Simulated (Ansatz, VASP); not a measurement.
# AlNi3 in VASP and in Ansatz

File POSCAR:

```
AlNi3
1.0
    3.5230547267      0.0000000000      0.0000000000
    0.0000000000      3.5230547267      0.0000000000
    0.0000000000      0.0000000000      3.5230547267
Al Ni
1 3
Direct
    0.0000000000      0.0000000000      0.0000000000
    0.0000000000      0.5000000000      0.5000000000
    0.5000000000      0.0000000000      0.5000000000
    0.5000000000      0.5000000000      0.0000000000
```

File INCAR.step1:

```
SYSTEM = AlNi3
PREC     = Accurate       ! precision mode
ENCUT    = 660            ! plane-wave cutoff, eV
ISMEAR   = 0              ! smearing method
SIGMA    = 0.1            ! smearing width, eV
LREAL    = .FALSE.        ! projectors in reciprocal space
LASPH    = .TRUE.         ! aspherical terms in the spheres
NELM     = 120            ! most SCF steps
NBANDS   = 24             ! bands
GGA      = PE             ! functional
ALGO     = Normal         ! electronic algorithm
EDIFF    = 1E-5           ! SCF threshold, eV
LWAVE    = .TRUE.         ! write WAVECAR
LCHARG   = .FALSE.        ! write CHGCAR
GGA_COMPAT= .FALSE.
```

File INCAR.step2:

```
SYSTEM = AlNi3
PREC     = Accurate       ! precision mode
ENCUT    = 660            ! plane-wave cutoff, eV
EDIFF    = 1E-6           ! SCF threshold, eV
ISMEAR   = 0              ! smearing method
SIGMA    = 0.1            ! smearing width, eV
LREAL    = .FALSE.        ! projectors in reciprocal space
LASPH    = .TRUE.         ! aspherical terms in the spheres
NELM     = 120            ! most SCF steps
ALGO     = Normal         ! electronic algorithm
ISIF     = 2              ! what is computed and relaxed
LWAVE    = .FALSE.        ! write WAVECAR
LCHARG   = .FALSE.        ! write CHGCAR
METAGGA  = R2SCAN         ! meta-GGA
LMIXTAU  = .TRUE.       
NBANDS   = 24             ! bands
ISTART   = 1            
GGA_COMPAT= .FALSE.
```

Contents of KPOINTS:

```
regular mesh
0
G
  1 1 1
  0 0 0
```

Input for Ansatz:

```yaml
crystal:
  lattice:
    - [3.5230547267, 0.0, 0.0]
    - [0.0, 3.5230547267, 0.0]
    - [0.0, 0.0, 3.5230547267]
  atoms:
    - { symbol: Al, position: [0.0, 0.0, 0.0] }
    - { symbol: Ni, position: [0.0, 0.5, 0.5] }
    - { symbol: Ni, position: [0.5, 0.0, 0.5] }
    - { symbol: Ni, position: [0.5, 0.5, 0.0] }
basis:
  ecutwfc: 500
kpoints:
  mp_grid: { grid: [1, 1, 1] }
hamiltonian:
  xc: r2scan
scf:
  occupations: { method: gaussian, width: 0.1 }
  self_checks: high
  max_iter: 67
output:
  forces: true
  stress: true
  eigenvalues: true
  dos: {}
```

Alike in both runs: task single point; functional r2SCAN; k mesh 1 × 1 × 1; occupations gaussian, width 0.1 eV; no spin polarisation.

|  | VASP | Ansatz |
| --- | --- | --- |
| version | VASP 6.6.1 | Ansatz 0.2.0 |
| potentials or method | VASP PAW PBE potentials, release 64 (Al, Ni), cutoff 660 eV | scalar-relativistic, plane waves, PAW |
| valence electrons in the cell | 33 | 57 |

Ansatz gave:

| Item | Value |
| --- | --- |
| pressure (GPa) | 28.2 |

**Question.** Estimate VASP's values.

**Answer.** Pressure (GPa): 26.8.

VASP's potentials were made for PBE, not for r2SCAN. VASP's potentials hold 33 valence electrons a cell and Ansatz's 57, so a difference there can come from the potentials and not from the codes.

The k mesh is coarse, so the values compare programs but aren't converged.
